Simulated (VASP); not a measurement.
The system is CdS.

```
Cd S
1.0
     0.00000    2.91650    2.91650
     2.91650    0.00000    2.91650
     2.91650    2.91650    0.00000
Cd S
1 1
Direct
  0.00000 0.00000 0.00000
  0.75000 0.75000 0.75000
```

Base run:

* Program: VASP 6.6.1
* Functional: HSE06
* Potentials or basis: VASP PAW PBE potentials, release 64 (Cd, S)
* Cutoff: 520 eV
* k mesh: 6 × 6 × 6
* Occupations: fermi-dirac, width 0.05 eV
* Spin: no spin polarisation

Its results: band gap on the k mesh 2.17 eV; pressure 2.0 GPa.

Question: The run is repeated on the same cell with these changes: functional from HSE06 to PBE0; occupations from fermi-dirac, width 0.05 eV to gaussian, width 0.01 eV. What comes out?

Answer: Band gap on the k mesh 2.83 eV; pressure 1.8 GPa.

Caveats: the PAW data sets were made with another functional, which shifts forces and pressure a little.

